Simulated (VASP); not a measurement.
# GaP (F-43m) in VASP: further runs, part 2 of 2

VASP 6.6.1. The steps go on from the part before.

## (3) Single point, PBE-based screened hybrid

POSCAR

```
GaP
1.0
    0.0000000000      2.7253992957      2.7253992957
    2.7253992957      0.0000000000      2.7253992957
    2.7253992957      2.7253992957      0.0000000000
Ga P
1 1
Direct
    0.0000000000      0.0000000000      0.0000000000
    0.2500000000      0.2500000000      0.2500000000
```

INCAR.step1

```
PREC = Accurate
ENCUT = 520
EDIFF = 1E-5
ISMEAR = 0
SIGMA = 0.01
LREAL = F
LASPH = T
NELM = 60
ALGO = Normal
ISIF = 2
LWAVE = T
LCHARG = F
NBANDS = 16
GGA = PE
```

INCAR.step2

```
PREC = Accurate
ENCUT = 520
EDIFF = 1E-6
ISMEAR = 0
SIGMA = 0.01
LREAL = F
LASPH = T
NELM = 60
ALGO = Normal
ISIF = 2
LWAVE = F
LCHARG = F
GGA = PE
LHFCALC = T
AEXX = 0.05
HFSCREEN = 0.1
PRECFOCK = Normal
NBANDS = 16
ISTART = 1
```

KPOINTS

```
Automatic mesh
0
Gamma
  4 4 4
```

Potentials or basis: VASP PAW PBE potentials, release 64 (Ga_d, P).

Command:

```sh
> cat potpaw_PBE.64/Ga_d/POTCAR potpaw_PBE.64/P/POTCAR > POTCAR
> cp INCAR.step1 INCAR
> mpirun -np 1 vasp_std > vasp.out
> cp INCAR.step2 INCAR
> mpirun -np 1 vasp_std > vasp.out
```

OUTCAR:

```text
PREC = Accurate
   ENCUT = 520
   EDIFF = 1E-6
   ISMEAR = 0
   LREAL = F
   LASPH = T
   NELM = 60
   ISIF = 2
   GGA = PE
   LHFCALC = T
   AEXX = 0.05
   HFSCREEN = 0.1
   PRECFOCK = Normal
   ISTART = 1

 ion  position               nearest neighbor table
   1  0.000  0.000  0.000-   2 2.36   2 2.36   2 2.36   2 2.36
   2  0.250  0.250  0.250-   1 2.36   1 2.36   1 2.36   1 2.36

  LATTYP: Found a face centered cubic cell.
 ALAT       =     5.4507985914

  Lattice vectors:

 A1 = (   0.0000000000,   2.7253992957,   2.7253992957)
 A2 = (   2.7253992957,   0.0000000000,   2.7253992957)
 A3 = (   2.7253992957,   2.7253992957,   0.0000000000)

Analysis of symmetry for initial positions (statically):
=====================================================================
 Subroutine PRICEL returns:
 Original cell was already a primitive cell.

 Routine SETGRP: Setting up the symmetry group for a
 face centered cubic supercell.

 Subroutine GETGRP returns: Found 24 space group operations
 (whereof 24 operations were pure point group operations)
 out of a pool of 48 trial point group operations.

The static configuration has the point symmetry T_d .

Analysis of symmetry for dynamics (positions and initial velocities):
=====================================================================
 Subroutine PRICEL returns:
 Original cell was already a primitive cell.

 Routine SETGRP: Setting up the symmetry group for a
 face centered cubic supercell.

 Subroutine GETGRP returns: Found 24 space group operations
 (whereof 24 operations were pure point group operations)
 out of a pool of 48 trial point group operations.

The dynamic configuration has the point symmetry T_d .

 Subroutine INISYM returns: Found 24 space group operations
 (whereof 24 operations are pure point group operations),
 and found     1 'primitive' translations

----------------------------------------------------------------------------------------

                                     Primitive cell

  volume of cell :      40.4874

  direct lattice vectors                    reciprocal lattice vectors
     0.000000000  2.725399296  2.725399296    -0.183459356  0.183459356  0.183459356
     2.725399296  0.000000000  2.725399296     0.183459356 -0.183459356  0.183459356
     2.725399296  2.725399296  0.000000000     0.183459356  0.183459356 -0.183459356

  length of vectors
     3.854296647  3.854296647  3.854296647     0.317760926  0.317760926  0.317760926

  position of ions in fractional coordinates (direct lattice)
     0.000000000  0.000000000  0.000000000
     0.250000000  0.250000000  0.250000000

  ion indices of the primitive-cell ions
   primitive index   ion index
                 1           1
                 2           2

----------------------------------------------------------------------------------------

 KPOINTS: Automatic mesh

Automatic generation of k-mesh.
 Grid dimensions read from file:
 generate k-points for:    4    4    4

[... 21 lines left out ...]
  0.250000  0.000000  0.000000      8.000000
  0.500000  0.000000  0.000000      4.000000
  0.250000  0.250000  0.000000      6.000000
  0.500000  0.250000  0.000000     24.000000
 -0.250000  0.250000  0.000000     12.000000
  0.500000  0.500000  0.000000      3.000000
 -0.250000  0.500000  0.250000      6.000000
   k-points           NKPTS =      8   k-points in BZ     NKDIM =     64   number of bands    NBANDS=     16
   number of dos      NEDOS =    301   number of ions     NIONS =      2
   total plane-waves  NPLWV =  27000
   dimension x,y,z NGX =    30 NGY =   30 NGZ =   30
   dimension x,y,z NGXF=    60 NGYF=   60 NGZF=   60
   ions per type =               1   1
   NGX,Y,Z   is equivalent  to a cutoff of  12.94, 12.94, 12.94 a.u.
   NGXF,Y,Z  is equivalent  to a cutoff of  25.88, 25.88, 25.88 a.u.
 SYSTEM =  unknown system
   PREC   = accura    normal or accurate (medium, high low for compatibility)
   ISTART =      1    job   : 0-new  1-cont  2-samecut
   ICHARG =      0    charge: 1-file 2-atom 10-const
   ISPIN  =      1    spin polarized calculation?
   LNONCOLLINEAR =      F non collinear calculations
   LSORBIT =      F    spin-orbit coupling
   LASPH  =      T    aspherical Exc in radial PAW
   ENCUT  =  520.0 eV  38.22 Ry    6.18 a.u.   7.17  7.17  7.17*2*pi/ulx,y,z
   NELM   =     60;   NELMIN=  2; NELMDL=  0     # of ELM steps
   EDIFF  = 0.1E-05   stopping-criterion for ELM
   LREAL  =      F    real-space projection
   EDIFFG = 0.1E-04   stopping-criterion for IOM
   NSW    =      0    number of steps for IOM
   IBRION =     -1    ionic relax: 0-MD 1-quasi-New 2-CG
   NFREE  =      0    steps in history (QN), initial steepest desc. (CG)
   ISIF   =      2    stress and relaxation
   ISYM   =      3    0-nonsym 1-usesym 2-fastsym
   POTIM  = 0.5000    time-step for ionic-motion
   TEBEG  =    0.0;   TEEND  =   0.0 temperature during run
   PSTRESS=    0.0 pullay stress
   NELECT =      18.0000    total number of electrons
   NUPDOWN=      -1.0000    fix difference up-down
   EMIN   =  10.00;   EMAX   =-10.00  energy-range for DOS
   EFERMI =   0.00;   METHOD = LEGACY
   ISMEAR =     0;   SIGMA  =   0.01  broadening in eV -4-tet -1-fermi 0-gaus
   EFERMI_NEDOS =   21; number of points for ismear=-14 and -15
   IALGO  =     38    algorithm
   IMIX   =      1    mixing-type and parameters
     AMIX     =   0.40;   BMIX     =  1.00
     AMIX_MAG =   1.60;   BMIX_MAG =  1.00
  volume/ion in A,a.u.               =      20.24       136.61
  Fermi-wavevector in a.u.,A,eV,Ry     =   1.249469  2.361154 21.241049  1.561173
  Thomas-Fermi vector in A             =   2.383508
   LORBIT       =      0    0 simple, 1 ext, 2 COOP (PROOUT), +10 PAW based schemes
   GGA     = PE    functional components
   LHFCALC =     T    Hartree Fock is set to
   PRECFOCK=normal    Normal, Fast or Accurate (Low or Medium for compatibility)
   ENCUT4O =  -1.0   cutoff for four orbital integrals eV
   NKREDX  =     1    reduce k-point grid by
   NKREDY  =     1    reduce k-point grid by
   NKREDZ  =     1    reduce k-point grid by
   AEXX    =    0.0500 exact exchange contribution
   HFSCREEN=    0.1000 screening length (either q_TF or 0.3 A-1)
   HFSCREENC=   0.1000 screening length for correlation (either q_TF or 0.3 A-1)
   ENCUTFOCK=  -1.0 apply spherical cutoff to Coloumb kernel
   IVDW    =     0    specifies the selected vdW correction
   LEPSILON=     F    determine dielectric tensor
   LRPA    =     F    only Hartree local field effects (RPA)
 non-spin polarized calculation
 Gauss-broadening in eV      SIGMA  =   0.01
  energy-cutoff  :      520.00
  volume of cell :       40.49
 maximum number of plane-waves:      1106
 NGX is ok and might be reduce to    30
  NGX = 24; NGY = 24; NGZ = 24

 number of electron      17.9999989 magnetization

 Free energy of the ion-electron system (eV)
  ---------------------------------------------------
  ext. energy  EPLUGINS =         0.00000000
  ---------------------------------------------------
  free energy    TOTEN  =        -9.39671198 eV

  energy without entropy =       -9.39671198  energy(sigma->0) =       -9.39671198

 E-fermi :   4.6830     XC(G=0):  -9.4387

 val. band max:        4.5711671527   @ k =   0.0000   0.0000   0.0000
 cond. band min:       6.3976406015   @ k =   0.5000   0.5000   0.0000
 fundamental gap:      1.8264734487
 Fermi energy:         4.6829596681

 k-point     1 :       0.0000    0.0000    0.0000
  band No.  band energies     occupation
      1     -10.5277      2.00000
      2     -10.5277      2.00000
      3     -10.5277      2.00000
      4     -10.4290      2.00000
      5     -10.4290      2.00000
      6      -8.1950      2.00000
[... 129 lines left out ...]
      3     -10.4690      2.00000
      4     -10.4441      2.00000
      5     -10.4205      2.00000
      6      -5.0777      2.00000
[... 8 lines left out ...]
     15      16.8108      0.00000
     16      18.6607      0.00000

------------------------ aborting loop because EDIFF is reached ----------------------------------------

  FORCE on cell =-STRESS in cart. coord.  units (eV):
  Direction    XX          YY          ZZ          XY          YZ          ZX
  --------------------------------------------------------------------------------------
  -------------------------------------------------------------------------------------
  Total        0.6174863      0.6174863      0.6174863      0.0000000      0.0000000      0.0000000
  in kB       24.4352897     24.4352897     24.4352897      0.0000000      0.0000000      0.0000000
  external PRESSURE =      24.4352897 kB  Pullay stress =       0.0000000 kB

 VOLUME and BASIS-vectors are now :
 -----------------------------------------------------------------------------
  energy-cutoff  :      520.00
  volume of cell :       40.49
      direct lattice vectors                 reciprocal lattice vectors
     0.000000000  2.725399296  2.725399296    -0.183459356  0.183459356  0.183459356
     2.725399296  0.000000000  2.725399296     0.183459356 -0.183459356  0.183459356
     2.725399296  2.725399296  0.000000000     0.183459356  0.183459356 -0.183459356

 POSITION                                       TOTAL-FORCE (eV/Angst)
 -----------------------------------------------------------------------------------
      0.00000      0.00000      0.00000         0.000000      0.000000     -0.000000
      1.36270      1.36270      1.36270        -0.000000     -0.000000      0.000000
 -----------------------------------------------------------------------------------
    total drift:                               -0.000023     -0.000032     -0.000014

  FREE ENERGIE OF THE ION-ELECTRON SYSTEM (eV)
  ---------------------------------------------------
  free  energy   TOTEN  =        -9.3967119819 eV

  energy  without entropy=       -9.3967119819  energy(sigma->0) =       -9.39671198
```

OSZICAR.step1:

```text
N       E                     dE             d eps       ncg     rms          rms(c)
DAV:   1     0.684588666365E+02    0.68459E+02   -0.89854E+03   272   0.159E+03
DAV:   2    -0.417895693079E+01   -0.72638E+02   -0.69640E+02   296   0.283E+02
DAV:   3    -0.920169855216E+01   -0.50227E+01   -0.50066E+01   328   0.607E+01
DAV:   4    -0.927311325300E+01   -0.71415E-01   -0.71405E-01   304   0.739E+00
DAV:   5    -0.927438147952E+01   -0.12682E-02   -0.12680E-02   328   0.786E-01    0.428E+00
DAV:   6    -0.900511413696E+01    0.26927E+00   -0.40545E-01   392   0.108E+01    0.286E+00
DAV:   7    -0.897455795845E+01    0.30556E-01   -0.10381E-01   344   0.215E+00    0.116E+00
DAV:   8    -0.897548910010E+01   -0.93114E-03   -0.15426E-02   288   0.148E+00    0.208E-01
DAV:   9    -0.897602386778E+01   -0.53477E-03   -0.15238E-03   304   0.536E-01    0.828E-02
DAV:  10    -0.897611314155E+01   -0.89274E-04   -0.12771E-04   368   0.121E-01    0.414E-02
DAV:  11    -0.897619867199E+01   -0.85530E-04   -0.11344E-04   288   0.873E-02    0.485E-03
DAV:  12    -0.897619838937E+01    0.28263E-06   -0.27089E-06   232   0.219E-02
   1 F= -.89761984E+01 E0= -.89761984E+01  d E =-.455864E-14
```

It took 2.1 min on 1 thread of Intel Xeon 6975P-C (Granite Rapids), shared host; peak memory 0.27 GiB.

What came out:

```yaml
Free_energy: -9.3967 eV
Pressure: 2.4 GPa
Band_gap_on_the_k_mesh: 1.83 eV, indirect (least direct gap 2.08 eV)
```

Caveat: the k points lie up to 0.50 Å⁻¹ apart; the PAW data sets were made with another functional, which shifts forces and pressure a little.

## (4) Single point, HSE06

POSCAR is that of step 3.

INCAR.step1

```
SYSTEM = GaP
PREC = Accurate
ENCUT = 520
EDIFF = 1E-5
ISMEAR = 0
SIGMA = 0.01
LREAL = .FALSE.
LASPH = .TRUE.
NELM = 100
ALGO = Normal
ISIF = 2
LWAVE = .TRUE.
LCHARG = .FALSE.
GGA = PE
NBANDS = 16
```

INCAR.step2

```
SYSTEM = GaP
PREC = Accurate
ENCUT = 520
EDIFF = 1E-6
ISMEAR = 0
SIGMA = 0.01
LREAL = .FALSE.
LASPH = .TRUE.
NELM = 100
ALGO = Normal
ISIF = 2
LWAVE = .FALSE.
LCHARG = .FALSE.
GGA = PE
LHFCALC = .TRUE.
HFSCREEN = 0.2079
PRECFOCK = Normal
ISTART = 1
NBANDS = 16
```

KPOINTS

```
regular mesh
0
G
  4 4 4
  0 0 0
```

Command:

```sh
> cat potpaw_PBE.64/Ga_d/POTCAR potpaw_PBE.64/P/POTCAR > POTCAR
> cp INCAR.step1 INCAR
> mpirun -np 1 vasp_std > vasp.out
> cp INCAR.step2 INCAR
> mpirun -np 1 vasp_std > vasp.out
```

It took 2.9 min on 1 thread of Intel Xeon 6975P-C (Granite Rapids), shared host; peak memory 0.27 GiB.

The run converged. Its results:

| Quantity | Value |
| --- | --- |
| Free energy | -10.6679 eV |
| Pressure | 1.0 GPa |
| Band gap on the k mesh | 2.31 eV, indirect (least direct gap 2.84 eV) |

Levels at points of the mesh, in eV from the valence-band top:
| k point | band 7 | band 8 | band 9 | band 10 | band 11 | band 12 |
| --- | --- | --- | --- | --- | --- | --- |
| (0.00, 0.00, 0.00) | 0.00 | 0.00 | 0.00 | 2.84 | 4.78 | 4.78 |
| (0.50, 0.00, 0.00) | -7.22 | -1.21 | -1.21 | 2.54 | 5.62 | 5.62 |
| (0.50, 0.50, 0.00) | -7.32 | -2.92 | -2.92 | 2.31 | 2.59 | 12.07 |

Caveat: the k points lie up to 0.50 Å⁻¹ apart; the PAW data sets were made with another functional, which shifts forces and pressure a little. A k mesh can miss the band edges.

## (5) Single point, PBE-based screened hybrid

POSCAR is that of step 4.

INCAR.step1

```
SYSTEM = GaP
  PREC = Accurate
  ENCUT = 520
  EDIFF = 1E-5
  ISMEAR = 0
  SIGMA = 0.01
  LREAL = .FALSE.
  LASPH = .TRUE.
  NELM = 60
  ALGO = Normal
  ISIF = 2
  LWAVE = .TRUE.
  NBANDS = 16
  GGA = PE
```

INCAR.step2

```
SYSTEM = GaP
  PREC = Accurate
  ENCUT = 520
  EDIFF = 1E-7
  ISMEAR = 0
  SIGMA = 0.01
  LREAL = .FALSE.
  LASPH = .TRUE.
  NELM = 60
  ALGO = Normal
  ISIF = 2
  LWAVE = .FALSE.
  LCHARG = .TRUE.
  GGA = PE
  LHFCALC = .TRUE.
  AEXX = 0.5
  HFSCREEN = 0.1
  PRECFOCK = Normal
  LELF = .TRUE.
  LVHAR = .TRUE.
  NBANDS = 16
  ISTART = 1
```

KPOINTS

```
Automatic mesh
0
G
  4 4 4
  0 0 0
```

Command:

```sh
> cat potpaw_PBE.64/Ga_d/POTCAR potpaw_PBE.64/P/POTCAR > POTCAR
> cp INCAR.step1 INCAR
> mpirun -np 1 vasp_std > vasp.out
> cp INCAR.step2 INCAR
> mpirun -np 1 vasp_std > vasp.out
```

Run time: 3.7 min. Hardware: 1 thread of Intel Xeon 6975P-C (Granite Rapids), shared host; peak memory 0.27 GiB.

The run converged. Its results:

```yaml
Free_energy: -13.4573 eV
Pressure: -1.4 GPa
Band_gap_on_the_k_mesh: 3.71 eV, indirect (least direct gap 4.65 eV)
```

Levels at points of the mesh, in eV from the valence-band top:
| k point | band 5 | band 6 | band 7 | band 8 | band 9 | band 10 | band 11 | band 12 | band 13 | band 14 |
| --- | --- | --- | --- | --- | --- | --- | --- | --- | --- | --- |
| (0.00, 0.00, 0.00) | -19.55 | -15.07 | 0.00 | 0.00 | 0.00 | 4.65 | 6.46 | 6.46 | 6.46 | 11.73 |
| (0.50, 0.00, 0.00) | -19.54 | -12.67 | -7.84 | -1.31 | -1.31 | 4.19 | 7.31 | 7.31 | 10.99 | 14.24 |
| (0.50, 0.50, 0.00) | -19.53 | -11.61 | -7.90 | -3.17 | -3.17 | 3.71 | 4.11 | 14.37 | 14.37 | 14.79 |

Caveat: the k points lie up to 0.50 Å⁻¹ apart; the PAW data sets were made with another functional, which shifts forces and pressure a little. A k mesh can miss the band edges.

## (6) Single point, PBE-based global hybrid

POSCAR is that of step 5.

INCAR.step1

```
  ALGO = Normal
  EDIFF = 1E-5
  ENCUT = 520
  GGA = PE
  ISIF = 2
  ISMEAR = 0
  LASPH = True
  LCHARG = False
  LREAL = False
  LWAVE = True
  NBANDS = 16
  NELM = 60
  PREC = Accurate
  SIGMA = 0.01
```

INCAR.step2

```
  AEXX = 0.1
  ALGO = Normal
  EDIFF = 1E-6
  ENCUT = 520
  GGA = PE
  ISIF = 2
  ISMEAR = 0
  ISTART = 1
  LASPH = True
  LCHARG = False
  LHFCALC = True
  LREAL = False
  LWAVE = False
  NBANDS = 16
  NELM = 60
  PREC = Accurate
  PRECFOCK = Normal
  SIGMA = 0.01
```

KPOINTS

```
k-points
0
Gamma
  4 4 4
```

Potentials or basis: VASP PAW PBE potentials, release 64 (Ga_d, P).

Command:

```sh
> cat potpaw_PBE.64/Ga_d/POTCAR potpaw_PBE.64/P/POTCAR > POTCAR
> cp INCAR.step1 INCAR
> mpirun -np 1 vasp_std > vasp.out
> cp INCAR.step2 INCAR
> mpirun -np 1 vasp_std > vasp.out
```

Run time: 2.8 min. Hardware: 1 thread of Intel Xeon 6975P-C (Granite Rapids), shared host; peak memory 0.17 GiB.

It converged, with:

- Free energy: -10.0112 eV
- Pressure: 2.0 GPa
- Band gap on the k mesh: 2.19 eV, indirect (least direct gap 2.51 eV)

Levels at points of the mesh, in eV from the valence-band top:
| k point | band 6 | band 7 | band 8 | band 9 | band 10 | band 11 | band 12 | band 13 |
| --- | --- | --- | --- | --- | --- | --- | --- | --- |
| (0.00, 0.00, 0.00) | -13.03 | 0.00 | 0.00 | 0.00 | 2.51 | 4.52 | 4.52 | 4.52 |
| (0.50, 0.00, 0.00) | -10.90 | -6.91 | -1.16 | -1.16 | 2.29 | 5.36 | 5.36 | 8.97 |
| (0.50, 0.50, 0.00) | -9.96 | -7.02 | -2.80 | -2.80 | 2.19 | 2.40 | 11.48 | 11.48 |

Caveat: the k points lie up to 0.50 Å⁻¹ apart; the PAW data sets were made with another functional, which shifts forces and pressure a little. A k mesh can miss the band edges.

## (7) Summary

| level | k mesh | grid for exact exchange (PRECFOCK) | share of exact exchange | screening parameter | gap on the mesh (eV) | pressure (GPa) |
| --- | --- | --- | --- | --- | --- | --- |
| PBEsol | 6 × 6 × 6 | - | - | - | 1.51 | -0.6 |
| PBE-based screened hybrid | 4 × 4 × 4 | Normal | 0.05 | 0.1 1/Å | 1.83 | 2.4 |
| HSE06 | 4 × 4 × 4 | Normal | - | 0.2079 1/Å | 2.31 | 1.0 |
| PBE-based screened hybrid | 4 × 4 × 4 | Normal | 0.5 | 0.1 1/Å | 3.71 | -1.4 |
| PBE-based global hybrid | 4 × 4 × 4 | Normal | 0.1 | - | 2.19 | 2.0 |

Alike in all rows: task single point; potentials or basis VASP PAW PBE potentials, release 64 (Ga_d, P); no spin polarisation; cell as given; cutoff (eV) 520; smearing gaussian 0.01 eV.

Caveats: some runs use coarse meshes; the PAW data sets were made with another functional, which shifts forces and pressure a little.

Total energies depend on the potentials used, so only differences within one code and one set of settings carry meaning.
